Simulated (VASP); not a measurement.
# Ir3F in VASP: single point with PBE

Aim: the single point of Ir3F with PBE.

Everything below comes from runs of VASP 6.6.1. Logs are shortened: lines on timing, memory, paths and dates and some standing lists are left out, and cuts for length are marked.

### Step 1. The cell of the first run

The cell holds a slab with vacuum, 4 atoms: a = 2.737 Å, b = 2.737 Å, c = 19.188 Å, α = 90.00°, β = 90.00°, γ = 90.00°.

### Step 2. Single point, PBE

INCAR

```
PREC = Accurate
ENCUT = 520
EDIFF = 1E-6
ISMEAR = 0
SIGMA = 0.1
LREAL = False
LASPH = True
NELM = 100
ALGO = Normal
ISIF = 2
LWAVE = False
LCHARG = False
LDIPOL = True
IDIPOL = 3
DIPOL = 0.5 0.5 0.351
GGA = PE
NBANDS = 25
```

KPOINTS

```
regular mesh
0
Gamma
  10 10 1
```

POSCAR

```
Ir3F
1.0
    2.7367600872      0.0000000000      0.0000000000
    0.0000000000      2.7367600872      0.0000000000
    0.0000000000      0.0000000000     19.1883373424
Ir F
3 1
Direct
    0.5000000000      0.5000000000      0.2084599582
    0.0000000000      0.0000000000      0.3045662607
    0.5000000000      0.5000000000      0.4006776202
    0.6666666667      0.8333333333      0.4891160985
```

Potentials or basis: VASP PAW PBE potentials, release 64 (Ir, F).

Command:

```sh
$ cat potpaw_PBE.64/Ir/POTCAR potpaw_PBE.64/F/POTCAR > POTCAR
$ mpirun -np 1 vasp_std > vasp.out
```

OUTCAR:

```text
PREC = Accurate
   ENCUT = 520
   EDIFF = 1E-6
   ISMEAR = 0
   LREAL = False
   LASPH = True
   NELM = 100
   ISIF = 2
   GGA = PE

 ion  position               nearest neighbor table
   1  0.500  0.500  0.208-   2 2.67   2 2.67   2 2.67   2 2.67
   2  0.000  0.000  0.305-   1 2.67   1 2.67   1 2.67   1 2.67   3 2.67   3 2.67   3 2.67   3 2.67

   3  0.500  0.500  0.401-   4 1.98   4 2.53   2 2.67   2 2.67   2 2.67   2 2.67
   4  0.667  0.833  0.489-   3 1.98   3 2.53

  LATTYP: Found a simple tetragonal cell.
 ALAT       =     2.7367600872
 C/A-ratio  =     7.0113333763

  Lattice vectors:

 A1 = (   2.7367600872,   0.0000000000,   0.0000000000)
 A2 = (   0.0000000000,   2.7367600872,   0.0000000000)
 A3 = (   0.0000000000,   0.0000000000,  19.1883373424)

Analysis of symmetry for initial positions (statically):
=====================================================================
 Subroutine PRICEL returns:
 Original cell was already a primitive cell.

 Routine SETGRP: Setting up the symmetry group for a
 simple tetragonal supercell.

 Subroutine GETGRP returns: Found  1 space group operations
 (whereof  1 operations were pure point group operations)
 out of a pool of 16 trial point group operations.

The static configuration has the point symmetry C_1 .

Analysis of symmetry for dynamics (positions and initial velocities):
=====================================================================
 Subroutine PRICEL returns:
 Original cell was already a primitive cell.

 Routine SETGRP: Setting up the symmetry group for a
 simple tetragonal supercell.

 Subroutine GETGRP returns: Found  1 space group operations
 (whereof  1 operations were pure point group operations)
 out of a pool of 16 trial point group operations.

The dynamic configuration has the point symmetry C_1 .

 Subroutine INISYM returns: Found  1 space group operations
 (whereof  1 operations are pure point group operations),
 and found     1 'primitive' translations

----------------------------------------------------------------------------------------

                                     Primitive cell

  volume of cell :     143.7179

  direct lattice vectors                    reciprocal lattice vectors
     2.736760087  0.000000000  0.000000000     0.365395566  0.000000000  0.000000000
     0.000000000  2.736760087  0.000000000     0.000000000  0.365395566  0.000000000
     0.000000000  0.000000000 19.188337342     0.000000000  0.000000000  0.052114990

  length of vectors
     2.736760087  2.736760087 19.188337342     0.365395566  0.365395566  0.052114990

  position of ions in fractional coordinates (direct lattice)
     0.500000000  0.500000000  0.208459958
     0.000000000  0.000000000  0.304566261
     0.500000000  0.500000000  0.400677620
     0.666666667  0.833333333  0.489116098

  ion indices of the primitive-cell ions
   primitive index   ion index
                 1           1
                 2           2
                 3           3
                 4           4

----------------------------------------------------------------------------------------

 KPOINTS: regular mesh

Automatic generation of k-mesh.
 Grid dimensions read from file:
 generate k-points for:   10   10    1

 Generating k-lattice:

  Cartesian coordinates                     Fractional coordinates (reciprocal lattice)
     0.036539557  0.000000000  0.000000000     0.100000000  0.000000000  0.000000000
     0.000000000  0.036539557  0.000000000     0.000000000  0.100000000  0.000000000
     0.000000000  0.000000000  0.052114990     0.000000000  0.000000000  1.000000000

  Length of vectors
     0.036539557  0.036539557  0.052114990

  Shift w.r.t. Gamma in fractional coordinates (k-lattice)
     0.000000000  0.000000000  0.000000000

 Subroutine IBZKPT returns following result:
 ===========================================

 Found     52 irreducible k-points:

 Following reciprocal coordinates:
            Coordinates               Weight
  0.000000  0.000000  0.000000      1.000000
  0.100000  0.000000  0.000000      2.000000
  0.000000  0.100000  0.000000      2.000000
  0.200000  0.000000  0.000000      2.000000
  0.000000  0.200000  0.000000      2.000000
  0.300000  0.000000  0.000000      2.000000
[... 16 lines left out ...]
 -0.100000  0.400000  0.000000      2.000000
 -0.400000  0.100000  0.000000      2.000000
 [... further k-points ...]
   k-points           NKPTS =     52   k-points in BZ     NKDIM =     52   number of bands    NBANDS=     25
   number of dos      NEDOS =    301   number of ions     NIONS =      4
   total plane-waves  NPLWV =  57600
   dimension x,y,z NGX =    20 NGY =   20 NGZ =  144
   dimension x,y,z NGXF=    40 NGYF=   40 NGZF=  288
   ions per type =               3   1
   NGX,Y,Z   is equivalent  to a cutoff of  12.15, 12.15, 12.48 a.u.
   NGXF,Y,Z  is equivalent  to a cutoff of  24.30, 24.30, 24.95 a.u.
 SYSTEM =  unknown system
   PREC   = accura    normal or accurate (medium, high low for compatibility)
   ISTART =      0    job   : 0-new  1-cont  2-samecut
   ICHARG =      2    charge: 1-file 2-atom 10-const
   ISPIN  =      1    spin polarized calculation?
   LNONCOLLINEAR =      F non collinear calculations
   LSORBIT =      F    spin-orbit coupling
   LASPH  =      T    aspherical Exc in radial PAW
   ENCUT  =  520.0 eV  38.22 Ry    6.18 a.u.   5.09  5.09 35.68*2*pi/ulx,y,z
   NELM   =    100;   NELMIN=  2; NELMDL= -5     # of ELM steps
   EDIFF  = 0.1E-05   stopping-criterion for ELM
   LREAL  =      F    real-space projection
   EDIFFG = 0.1E-04   stopping-criterion for IOM
   NSW    =      0    number of steps for IOM
   IBRION =     -1    ionic relax: 0-MD 1-quasi-New 2-CG
   NFREE  =      0    steps in history (QN), initial steepest desc. (CG)
   ISIF   =      2    stress and relaxation
   ISYM   =      2    0-nonsym 1-usesym 2-fastsym
   POTIM  = 0.5000    time-step for ionic-motion
   TEBEG  =    0.0;   TEEND  =   0.0 temperature during run
   PSTRESS=    0.0 pullay stress
   NELECT =      34.0000    total number of electrons
   NUPDOWN=      -1.0000    fix difference up-down
   EMIN   =  10.00;   EMAX   =-10.00  energy-range for DOS
   EFERMI =   0.00;   METHOD = LEGACY
   ISMEAR =     0;   SIGMA  =   0.10  broadening in eV -4-tet -1-fermi 0-gaus
   EFERMI_NEDOS =   21; number of points for ismear=-14 and -15
   IALGO  =     38    algorithm
   IMIX   =      4    mixing-type and parameters
     AMIX     =   0.40;   BMIX     =  1.00
     AMIX_MAG =   1.60;   BMIX_MAG =  1.00
  volume/ion in A,a.u.               =      35.93       242.46
  Fermi-wavevector in a.u.,A,eV,Ry     =   1.012506  1.913359 13.948258  1.025168
  Thomas-Fermi vector in A             =   2.145619
   LORBIT       =      0    0 simple, 1 ext, 2 COOP (PROOUT), +10 PAW based schemes
   GGA     = PE    functional components
   LHFCALC =     F    Hartree Fock is set to
   AEXX    =    0.0000 exact exchange contribution
   IVDW    =     0    specifies the selected vdW correction
   LEPSILON=     F    determine dielectric tensor
   LRPA    =     F    only Hartree local field effects (RPA)
 non-spin polarized calculation
 Gauss-broadening in eV      SIGMA  =   0.10
  energy-cutoff  :      520.00
  volume of cell :      143.72
 maximum number of plane-waves:      3910
   NGX = 11   NGY = 11   NGZ = 71

 number of electron      33.9999990 magnetization

 dipolmoment           0.000000      0.000000      0.115602 electrons x Angstroem

 Free energy of the ion-electron system (eV)
  ---------------------------------------------------
  ext. energy  EPLUGINS =         0.00000000
  ---------------------------------------------------
  free energy    TOTEN  =       -27.79206362 eV

  energy without entropy =      -27.77318234  energy(sigma->0) =      -27.78262298

 E-fermi :  -1.3042     XC(G=0):  -5.6713

 val. band max:       -1.3093686883   @ k =  -0.3000   0.5000   0.0000
 cond. band min:      -1.3004363897   @ k =   0.5000   0.4000   0.0000
 fundamental gap:      0.0089322986
 Fermi energy:        -1.3042371765

 k-point     1 :       0.0000    0.0000    0.0000
  band No.  band energies     occupation
      1     -24.0809      2.00000
      2     -11.1950      2.00000
      3      -8.7234      2.00000
      4      -8.3016      2.00000
      5      -8.1853      2.00000
      6      -6.6963      2.00000
[... 17 lines left out ...]
     24       4.2272      0.00000
     25       6.2385      0.00000

 k-point     2 :       0.1000    0.0000    0.0000
  band No.  band energies     occupation
      1     -24.0561      2.00000
      2     -10.9352      2.00000
      3      -8.5694      2.00000
      4      -8.1074      2.00000
      5      -7.9787      2.00000
      6      -6.5506      2.00000
[... 17 lines left out ...]
     24       4.6056      0.00000
     25       6.4708      0.00000

 k-point     3 :       0.0000    0.1000    0.0000
  band No.  band energies     occupation
      1     -24.0559      2.00000
      2     -10.9367      2.00000
      3      -8.4892      2.00000
      4      -8.1369      2.00000
      5      -7.9784      2.00000
      6      -6.6985      2.00000
[... 17 lines left out ...]
     24       4.5902      0.00000
     25       6.4680      0.00000

 k-point     4 :       0.2000    0.0000    0.0000
  band No.  band energies     occupation
      1     -23.9903      2.00000
      2     -10.2506      2.00000
      3      -8.3283      2.00000
      4      -7.8214      2.00000
      5      -7.2894      2.00000
      6      -6.3161      2.00000
[... 17 lines left out ...]
     24       5.6856      0.00000
     25       7.1480      0.00000

 k-point     5 :       0.0000    0.2000    0.0000
  band No.  band energies     occupation
      1     -23.9898      2.00000
      2     -10.2592      2.00000
      3      -8.1076      2.00000
      4      -7.8240      2.00000
      5      -7.3372      2.00000
      6      -6.7617      2.00000
[... 17 lines left out ...]
     24       5.6149      0.00000
     25       7.1335      0.00000

 k-point     6 :       0.3000    0.0000    0.0000
  band No.  band energies     occupation
      1     -23.9076      2.00000
      2      -9.4377      2.00000
      3      -8.3087      2.00000
      4      -7.5420      2.00000
      5      -6.6573      2.00000
      6      -6.2557      2.00000
[... 17 lines left out ...]
     24       5.8417      0.00000
     25       6.9725      0.00000
[... 393 lines left out ...]
 k-point    21 :       0.1000    0.3000    0.0000
  band No.  band energies     occupation
      1     -23.8849      2.00000
      2      -9.2104      2.00000
      3      -7.8620      2.00000
      4      -7.2329      2.00000
      5      -6.9180      2.00000
      6      -6.5305      2.00000
[... 17 lines left out ...]
     24       6.2778      0.00000
     25       7.1379      0.00000

 k-point    22 :       0.4000    0.1000    0.0000
  band No.  band energies     occupation
      1     -23.8172      2.00000
      2      -8.6369      2.00000
      3      -8.2517      2.00000
      4      -7.0734      2.00000
      5      -6.5511      2.00000
      6      -6.4516      2.00000
[... 17 lines left out ...]
     24       6.6166      0.00000
     25       7.1016      0.00000

 k-point    23 :      -0.1000    0.4000    0.0000
  band No.  band energies     occupation
      1     -23.8181      2.00000
      2      -8.7117      2.00000
      3      -8.1470      2.00000
      4      -7.0987      2.00000
      5      -6.8129      2.00000
      6      -6.4615      2.00000
[... 17 lines left out ...]
     24       6.4737      0.00000
     25       7.0881      0.00000

 k-point    24 :      -0.4000    0.1000    0.0000
  band No.  band energies     occupation
      1     -23.8171      2.00000
      2      -8.6378      2.00000
      3      -8.2555      2.00000
      4      -7.0706      2.00000
      5      -6.5763      2.00000
      6      -6.4157      2.00000
[... 17 lines left out ...]
     24       6.6522      0.00000
     25       7.1193      0.00000

 [... further k-points ...]

------------------------ aborting loop because EDIFF is reached ----------------------------------------

 vacuum level on the upper side and lower side of the slab       (xc-potential included)         1.347        -1.371

  FORCE on cell =-STRESS in cart. coord.  units (eV):
  Direction    XX          YY          ZZ          XY          YZ          ZX
  --------------------------------------------------------------------------------------
  -------------------------------------------------------------------------------------
  Total       -0.4576106     -1.0683136      1.0405578      0.1603279      0.6474118     -0.4655932
  in kB       -5.1014766    -11.9096378     11.6002135      1.7873473      7.2173933     -5.1904667
  external PRESSURE =      -1.8036336 kB  Pullay stress =       0.0000000 kB

 VOLUME and BASIS-vectors are now :
 -----------------------------------------------------------------------------
  energy-cutoff  :      520.00
  volume of cell :      143.72
      direct lattice vectors                 reciprocal lattice vectors
     2.736760087  0.000000000  0.000000000     0.365395566  0.000000000  0.000000000
     0.000000000  2.736760087  0.000000000     0.000000000  0.365395566  0.000000000
     0.000000000  0.000000000 19.188337342     0.000000000  0.000000000  0.052114990

 POSITION                                       TOTAL-FORCE (eV/Angst)
 -----------------------------------------------------------------------------------
      1.36838      1.36838      4.00000        -0.110409     -0.248974     -0.064445
      0.00000      0.00000      5.84412         0.169251      0.346610     -0.347334
      1.36838      1.36838      7.68834         0.271622     -0.313106      0.284262
      1.82451      2.28063      9.38532        -0.330464      0.215470      0.127517
 -----------------------------------------------------------------------------------
    total drift:                                0.000808     -0.000290     -0.000279

  FREE ENERGIE OF THE ION-ELECTRON SYSTEM (eV)
  ---------------------------------------------------
  free  energy   TOTEN  =       -27.7920636211 eV

  energy  without entropy=      -27.7731823359  energy(sigma->0) =      -27.78262298

 vacuum level on the upper side and lower side of the slab         6.783         3.990
```

Wall time 4.3 min (1 thread of Intel Xeon Platinum 8488C (Sapphire Rapids), shared host); peak memory 0.33 GiB.

Results:

| Property | Result |
| --- | --- |
| Free energy | -27.7921 eV |
| Largest force | 0.519 eV/Å |
| Band gap on the k mesh | zero (band 17 reaches -0.17 eV, above the bottom of band 18 at -1.94 eV) |

Forces in eV/Å, atoms in the order of the input:
```
Ir  -0.110 -0.249 -0.064
Ir   0.169  0.347 -0.347
Ir   0.272 -0.313  0.284
F   -0.330  0.215  0.128
```

Levels at points of the mesh, in eV from the Fermi level:
| k point | band 14 | band 15 | band 16 | band 17 | band 18 | band 19 | band 20 | band 21 |
| --- | --- | --- | --- | --- | --- | --- | --- | --- |
| (0.00, 0.00, 0.00) | -1.21 | -1.11 | -0.91 | -0.69 | 0.23 | 0.66 | 0.96 | 0.98 |
| (0.50, 0.00, 0.00) | -1.69 | -1.02 | -0.49 | 0.51 | 0.57 | 0.98 | 1.37 | 2.63 |
| (0.00, 0.50, 0.00) | -1.61 | -0.73 | -0.55 | 0.52 | 0.55 | 0.86 | 1.66 | 2.51 |
| (0.50, 0.50, 0.00) | 0.20 | 0.44 | 1.12 | 1.13 | 1.64 | 2.17 | 3.96 | 4.51 |

Caveat: spin-orbit coupling is left out, which moves the levels of the heavy elements.
